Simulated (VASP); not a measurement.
Input of a VASP 6.6.1 run:

INCAR

```
SYSTEM = InH
  PREC = Accurate
  ENCUT = 520
  EDIFF = 1E-7
  ISMEAR = 0
  SIGMA = 0.1
  LREAL = .False.
  LASPH = .True.
  NELM = 100
  ALGO = Normal
  ISIF = 2
  LWAVE = .False.
  LCHARG = .True.
  GGA = PE
  LELF = .True.
  LVHAR = .True.
  NBANDS = 22
```

KPOINTS

```
Automatic mesh
0
Gamma
  6 6 4
  0 0 0
```

File POSCAR:

```
InH
1.0
    2.8047264200      0.0000000000      0.0000000000
    0.0000000000      3.6376991000      0.0000000000
    0.0000000000      0.0000000000      6.1837327300
In H
2 2
Direct
    0.0000000000      0.0000000000      0.7213000200
    0.5000000000      0.5000000000      0.2786999800
    0.0000000000      0.5000000000      0.9527000000
    0.5000000000      0.0000000000      0.0473000000
```

Potentials or basis: VASP PAW PBE potentials, release 64 (In_d, H).

The run is started by

```console
$ cat potpaw_PBE.64/In_d/POTCAR potpaw_PBE.64/H/POTCAR > POTCAR
$ mpirun -np 1 vasp_std > vasp.out
```

Problem. Estimate the band gap on the k mesh.

Solution. Zero (band 14 reaches 6.83 eV, above the bottom of band 15 at 4.57 eV).

Problem. What does it give for the pressure?

Solution. 0.6 GPa.

Stress tensor (GPa, compression positive):
```
11.03  0.00  0.00
 0.00 -3.02  0.00
 0.00  0.00 -6.18
```

Caveat: the k points lie up to 0.37 Å⁻¹ apart; spin-orbit coupling is left out, which moves the levels of the heavy elements.
